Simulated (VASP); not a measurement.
Runs of VASP 6.6.1 on C. The structure is that of space group Fmmm (No. 69), or close to it. The cells are those of the table. 

```csv
cell,gap on the mesh (eV),pressure (GPa),largest force (eV/Å)
"a = 4.057, b = 3.670, c = 2.444 Å, angles 80.4, 63.1, 36.5°, 2 atoms",-,0.6,0.02
"a = 3.903, b = 3.487, c = 2.481 Å, angles 79.7, 61.5, 38.7°, 2 atoms",none,-11.3,0.03
"a = 3.921, b = 3.494, c = 2.518 Å, angles 79.6, 61.2, 39.2°, 2 atoms",none,(a),0.03
"a = 3.988, b = 3.582, c = 2.481 Å, angles 80.0, 62.2, 37.8°, 2 atoms",-,-11.2,0.03
"a = 3.946, b = 3.534, c = 2.481 Å, angles 79.9, 61.9, 38.2°, 2 atoms",-,-11.3,0.03
"a = 4.014, b = 3.623, c = 2.444 Å, angles 80.3, 62.8, 36.9°, 2 atoms",-,0.7,0.02
"a = 4.030, b = 3.629, c = 2.481 Å, angles 80.1, 62.5, 37.3°, 2 atoms",-,-11.2,0.02
"a = 4.040, b = 3.664, c = 2.408 Å, angles 80.5, 63.5, 36.0°, 2 atoms",-,14.1,0.02
"a = 4.005, b = 3.588, c = 2.518 Å, angles 79.9, 61.9, 38.2°, 2 atoms",-,-21.6,0.03
"a = 3.963, b = 3.541, c = 2.518 Å, angles 79.8, 61.6, 38.7°, 2 atoms",none,(b),0.03
```

Alike in all rows: task single point; level LDA; potentials or basis VASP PAW LDA potentials, release 64 (C); no spin polarisation; k mesh 16 × 16 × 16; cutoff (eV) 520; smearing gaussian 0.03 eV.

Task: Estimate the missing entries.

Result: (a) -22.0; (b) -21.8.

Caveats: the cell stands under tension (at least some runs); the cell stands under pressure (at least some runs).

A gap of «none» marks levels without a gap at the run's occupations.
